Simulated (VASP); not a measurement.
# SiC (P6_3mc) in VASP: settings compared, part 2 of 2

VASP 6.6.1. The steps go on from the part before.

## (3) Relaxation of cell and atoms, PBEsol

Input file INCAR:

```
PREC = Accurate ; ENCUT = 600
EDIFF = 1E-7 ; ISMEAR = -1
SIGMA = 0.05 ; LREAL = False
LASPH = True ; NELM = 80
ALGO = Normal ; ISIF = 3
LWAVE = False ; LCHARG = False
GGA = PS ; IBRION = 2
NSW = 60 ; EDIFFG = -0.01
```

Input file KPOINTS:

```
regular mesh
0
Gamma
  10 10 2
```

Input file POSCAR:

```
SiC
1.0
    3.0950000000      0.0000000000      0.0000000000
   -1.5475000000      2.6803486247      0.0000000000
    0.0000000000      0.0000000000     15.1700000000
Si C
6 6
Direct
    0.6666666667      0.3333333333      0.4583000000
    0.3333333333      0.6666666667      0.9583000000
    0.6666666667      0.3333333333      0.7917000000
    0.3333333333      0.6666666667      0.2917000000
    0.0000000000      0.0000000000      0.6250000000
    0.0000000000      0.0000000000      0.1250000000
    0.6666666667      0.3333333333      0.3333000000
    0.3333333333      0.6666666667      0.8333000000
    0.6666666667      0.3333333333      0.6667000000
    0.3333333333      0.6666666667      0.1667000000
    0.0000000000      0.0000000000      0.5000000000
    0.0000000000      0.0000000000      0.0000000000
```

Potentials or basis: VASP PAW PBE potentials, release 64 (Si, C).

Command:

```sh
> cat potpaw_PBE.64/Si/POTCAR potpaw_PBE.64/C/POTCAR > POTCAR
> mpirun -np 1 vasp_std > vasp.out
```

OUTCAR:

```text
PREC = Accurate
   ENCUT = 600
   EDIFF = 1E-7
   ISMEAR = -1
   LREAL = False
   LASPH = True
   NELM = 80
   ISIF = 3
   GGA = PS
   IBRION = 2
   NSW = 60
   EDIFFG = -0.01

 ion  position               nearest neighbor table
   1  0.667  0.333  0.458-  11 1.90  11 1.90  11 1.90   7 1.90   4 3.10   4 3.10   4 3.10   5 3.10
                             5 3.10   5 3.10
   2  0.333  0.667  0.958-  12 1.90  12 1.90  12 1.90   8 1.90   3 3.10   3 3.10   3 3.10   6 3.10
                             6 3.10   6 3.10
   3  0.667  0.333  0.792-   8 1.90   8 1.90   8 1.90   9 1.90   2 3.10   2 3.10   2 3.10   5 3.10
                             5 3.10   5 3.10
   4  0.333  0.667  0.292-   7 1.90   7 1.90   7 1.90  10 1.90   1 3.10   1 3.10   1 3.10   6 3.10
                             6 3.10   6 3.10
   5  0.000  0.000  0.625-   9 1.90   9 1.90   9 1.90  11 1.90   3 3.10   1 3.10   3 3.10   1 3.10
                             1 3.10   3 3.10
   6  0.000  0.000  0.125-  10 1.90  10 1.90  10 1.90  12 1.90   4 3.10   2 3.10   2 3.10   4 3.10
                             4 3.10   2 3.10
   7  0.667  0.333  0.333-   4 1.90   4 1.90   4 1.90   1 1.90
   8  0.333  0.667  0.833-   3 1.90   3 1.90   3 1.90   2 1.90
   9  0.667  0.333  0.667-   5 1.90   5 1.90   5 1.90   3 1.90
  10  0.333  0.667  0.167-   6 1.90   6 1.90   6 1.90   4 1.90
  11  0.000  0.000  0.500-   1 1.90   1 1.90   1 1.90   5 1.90
  12  0.000  0.000  0.000-   2 1.90   2 1.90   2 1.90   6 1.90

  LATTYP: Found a hexagonal cell.
 ALAT       =     3.0950000000
 C/A-ratio  =     4.9014539580
[... 212 lines left out ...]
  Total       -2.5155183     -2.5155183     -1.9055979      0.0000000      0.0000000      0.0000000
  in kB      -32.0258413    -32.0258413    -24.2607555      0.0000000      0.0000000      0.0000000
  external PRESSURE =     -29.4374794 kB  Pullay stress =       0.0000000 kB
[... 263 lines left out ...]
--------------------------------------- Ionic step        7  -------------------------------------------

 number of electron      47.9999999 magnetization

 Free energy of the ion-electron system (eV)
  ---------------------------------------------------
  ext. energy  EPLUGINS =         0.00000000
  ---------------------------------------------------
  free energy    TOTEN  =       -95.51329966 eV

  energy without entropy =      -95.51329966  energy(sigma->0) =      -95.51329966

 E-fermi :   9.0581     XC(G=0): -11.5023

 val. band max:        8.0990311249   @ k =   0.0000   0.0000   0.0000
 cond. band min:      10.0117359647   @ k =   0.5000  -0.0000   0.0000
 fundamental gap:      1.9127048398
 Fermi energy:         9.0581054667

 k-point     1 :       0.0000    0.0000    0.0000
  band No.  band energies     occupation
      1      -7.3759      2.00000
      2      -6.8517      2.00000
      3      -6.8173      2.00000
      4      -5.3129      2.00000
      5      -5.2844      2.00000
      6      -3.7734      2.00000
[... 805 lines left out ...]
     30      13.3033      0.00000
     31      13.7785      0.00000

 [... further k-points ...]

------------------------ aborting loop because EDIFF is reached ----------------------------------------

  FORCE on cell =-STRESS in cart. coord.  units (eV):
  Direction    XX          YY          ZZ          XY          YZ          ZX
  --------------------------------------------------------------------------------------
  -------------------------------------------------------------------------------------
  Total       -0.0306222     -0.0306222     -0.0826685      0.0000000      0.0000000      0.0000000
  in kB       -0.3951139     -0.3951139     -1.0666608      0.0000000      0.0000000      0.0000000
  external PRESSURE =      -0.6189629 kB  Pullay stress =       0.0000000 kB
[... 27 lines left out ...]
  FREE ENERGIE OF THE ION-ELECTRON SYSTEM (eV)
  ---------------------------------------------------
  free  energy   TOTEN  =       -95.5132996574 eV

  energy  without entropy=      -95.5132996568  energy(sigma->0) =      -95.51329966

 reached required accuracy - stopping structural energy minimisation
```

Wall time 20 min (1 thread of Intel Xeon Platinum 8259CL at 2.50GHz (Skylake/Cascade Lake), shared host); peak memory 0.36 GiB.

Results:

```yaml
Free_energy: -95.5133 eV
Relaxed_volume: 10.35 Å³/atom
Relaxed_cell: a = 3.080 Å, b = 3.080 Å, c = 15.114 Å, α = 90.00°, β = 90.00°, γ = 120.00°
Space_group_after_relaxing_to_0.1_Å: P6_3mc (No. 186)
Energy_gained_by_relaxing: 1.4 meV/atom
Ionic_steps: 7
Pressure_after_relaxing: -0.1 GPa
Largest_force_after_relaxing: 0.007 eV/Å
Band_gap_on_the_k_mesh: 1.91 eV (least direct gap 3.02 eV)
```

Forces on the atoms (eV/Å):
```
Si   0.000  0.000 -0.002
Si   0.000  0.000 -0.002
Si   0.000  0.000 -0.005
Si   0.000  0.000 -0.005
Si   0.000  0.000 -0.003
Si   0.000  0.000 -0.003
C    0.000  0.000  0.002
C    0.000  0.000  0.002
C    0.000  0.000  0.001
C    0.000  0.000  0.001
C    0.000  0.000  0.007
C    0.000  0.000  0.007
```

The path:
| step | energy change (eV) | largest force (eV/Å) | pressure (GPa) | volume (Å³) |
| --- | --- | --- | --- | --- |
| 1 | 0.0000 | 0.1432 | -2.94 | 125.85 |
| 2 | 0.0020 | 0.1147 | 3.27 | 122.37 |
| 3 | -0.0168 | 0.0258 | 0.00 | 124.14 |
| 4 | -0.0168 | 0.0274 | 0.06 | 124.10 |
| 5 | -0.0169 | 0.0118 | 0.08 | 124.09 |
| 6 | -0.0169 | 0.0124 | 0.08 | 124.09 |
| 7 | -0.0169 | 0.0073 | -0.06 | 124.17 |

Final structure:
```yaml
crystal:
  lattice:
    - [3.08005, 0.00000, 0.00000]
    - [-1.54003, 2.66740, 0.00000]
    - [0.00000, 0.00000, 15.11393]
  atoms:
    - { symbol: Si, position: [0.66667, 0.33333, 0.45831] }
    - { symbol: Si, position: [0.33333, 0.66667, 0.95831] }
    - { symbol: Si, position: [0.66667, 0.33333, 0.79183] }
    - { symbol: Si, position: [0.33333, 0.66667, 0.29183] }
    - { symbol: Si, position: [0.00000, 0.00000, 0.62504] }
    - { symbol: Si, position: [0.00000, 0.00000, 0.12504] }
    - { symbol: C, position: [0.66667, 0.33333, 0.33332] }
    - { symbol: C, position: [0.33333, 0.66667, 0.83332] }
    - { symbol: C, position: [0.66667, 0.33333, 0.66683] }
    - { symbol: C, position: [0.33333, 0.66667, 0.16683] }
    - { symbol: C, position: [0.00000, 0.00000, 0.49967] }
    - { symbol: C, position: [0.00000, 0.00000, 0.99967] }
```

Levels at points of the mesh, in eV from the valence-band top:
| k point | band 22 | band 23 | band 24 | band 25 | band 26 | band 27 |
| --- | --- | --- | --- | --- | --- | --- |
| (0.00, 0.00, 0.00) | -0.04 | 0.00 | 0.00 | 5.12 | 5.29 | 5.70 |
| (0.50, 0.00, 0.00) | -1.79 | -1.68 | -1.10 | 1.91 | 2.10 | 3.10 |
| (0.00, 0.00, 0.50) | -0.10 | -0.10 | -0.10 | 5.18 | 5.18 | 5.93 |
| (0.50, 0.00, 0.50) | -1.73 | -1.31 | -1.31 | 1.95 | 1.95 | 3.32 |

Caveat: the PAW data sets were made with another functional, which shifts forces and pressure a little. A k mesh can miss the band edges.

## (4) Single point, BLYP+D3(BJ)

This run uses another cell than the first one, of 10.24 Å³/atom.

Input file INCAR:

```
SYSTEM = SiC
AGGAC = 1.0
AGGAX = 1.0
ALDAC = 0.0
ALDAX = 1.0
ALGO = Normal
EDIFF = 1E-7
ENCUT = 520
GGA = B5
ISIF = 2
ISMEAR = -1
IVDW = 12
LASPH = .True.
LCHARG = .False.
LREAL = .False.
LWAVE = .False.
NBANDS = 36
NELM = 80
PREC = Accurate
SIGMA = 0.05
VDW_A1 = 0.4298
VDW_A2 = 4.2359
VDW_S6 = 1.0
VDW_S8 = 2.6996
```

Input file KPOINTS:

```
k-points
0
Gamma
  10 10 2
  0 0 0
```

Input file POSCAR:

```
SiC
1.0
    3.0690072752      0.0000000000      0.0000000000
   -1.5345036376      2.6578382647      0.0000000000
    0.0000000000      0.0000000000     15.0630522702
Si C
6 6
Direct
    0.6666666667      0.3333333333      0.4582722836
    0.3333333333      0.6666666667      0.9582722836
    0.6666666667      0.3333333333      0.7918092675
    0.3333333333      0.6666666667      0.2918092675
    0.0000000000      0.0000000000      0.6250473598
    0.0000000000      0.0000000000      0.1250473598
    0.6666666667      0.3333333333      0.3333120941
    0.3333333333      0.6666666667      0.8333120941
    0.6666666667      0.3333333333      0.6668636777
    0.3333333333      0.6666666667      0.1668636777
    0.0000000000      0.0000000000      0.4996953173
    0.0000000000      0.0000000000     -0.0003046827
```

Command:

```sh
> cat potpaw_PBE.64/Si/POTCAR potpaw_PBE.64/C/POTCAR > POTCAR
> mpirun -np 1 vasp_std > vasp.out
```

It took 3.5 min on 1 thread of Intel Xeon 8259CL, shared host; peak memory 0.29 GiB.

Results (log left out):

| Property | Result |
| --- | --- |
| Free energy | -89.6118 eV |
| Pressure | 0.6 GPa |
| Band gap on the k mesh | 2.33 eV (least direct gap 3.43 eV) |
| Dispersion energy per atom | -0.652 eV |

Levels at points of the mesh, in eV from the valence-band top:
| k point | band 20 | band 21 | band 22 | band 23 | band 24 | band 25 | band 26 | band 27 | band 28 | band 29 |
| --- | --- | --- | --- | --- | --- | --- | --- | --- | --- | --- |
| (0.00, 0.00, 0.00) | -0.30 | -0.30 | -0.04 | 0.00 | 0.00 | 5.42 | 5.59 | 5.99 | 6.51 | 6.61 |
| (0.50, 0.00, 0.00) | -2.22 | -1.79 | -1.77 | -1.63 | -1.10 | 2.33 | 2.52 | 3.51 | 4.18 | 4.86 |
| (0.00, 0.00, 0.50) | -0.63 | -0.09 | -0.09 | -0.09 | -0.09 | 5.48 | 5.48 | 6.23 | 6.23 | 6.96 |
| (0.50, 0.00, 0.50) | -2.33 | -1.70 | -1.70 | -1.30 | -1.30 | 2.38 | 2.38 | 3.72 | 3.72 | 5.07 |

Caveat: the PAW data sets were made with another functional, which shifts forces and pressure a little.

## (5) The runs side by side

```csv
task,level,cell,cutoff (eV),gap on the mesh (eV),pressure (GPa),largest force (eV/Å)
single point,RPBE,"a = 3.095, b = 3.095, c = 15.170 Å, angles 90.0, 90.0, 120.0°, 12 atoms",520,2.03,2.9,0.14
relaxation of cell and atoms,PBEsol,"relaxed from a = 3.095, b = 3.095, c = 15.170 Å, angles 90.0, 90.0, 120.0°, 12 atoms",600,1.91,-0.1,0.01
single point,BLYP+D3(BJ),"a = 3.069, b = 3.069, c = 15.063 Å, angles 90.0, 90.0, 120.0°, 12 atoms",520,2.33,0.6,-
```

Alike in all rows: potentials or basis VASP PAW PBE potentials, release 64 (Si, C); no spin polarisation; k mesh 10 × 10 × 2; smearing fermi-dirac 0.05 eV.

Caveats: the PAW data sets were made with another functional, which shifts forces and pressure a little.

Total energies depend on the potentials used, so only differences within one code and one set of settings carry meaning.
